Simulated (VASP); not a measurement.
A run of VASP 6.6.1 is set up as follows.

INCAR

```
ALGO = Normal
EDIFF = 1E-6
ENCUT = 500
GGA = PE
GGA_COMPAT = False
ISIF = 2
ISMEAR = 1
LASPH = True
LCHARG = True
LELF = True
LREAL = False
LVHAR = True
LWAVE = False
NBANDS = 20
NELM = 120
PREC = Accurate
SIGMA = 0.5
```

The input KPOINTS:

```
k-points
0
Gamma
  6 6 6
```

File POSCAR:

```
SnTe2
1.0
    2.0883103927      1.2056865674      6.2909642825
   -2.0883103927      1.2056865674      6.2909642825
    0.0000000000     -2.4113731348      6.2909642825
Sn Te
1 2
Direct
    0.0000000000      0.0000000000      0.0000000000
    0.2413664390      0.2413664390      0.2413664390
    0.7586335610      0.7586335610      0.7586335610
```

Potentials or basis: VASP PAW PBE potentials, release 64 (Sn_d, Te).

Launch:

```console
$ cat potpaw_PBE.64/Sn_d/POTCAR potpaw_PBE.64/Te/POTCAR > POTCAR
$ mpirun -np 1 vasp_std > vasp.out
```

(1) What does it give for the largest force?

(2) Predict the pressure.

Answers

(1) 0.393 eV/Å.

(2) 1.9 GPa.
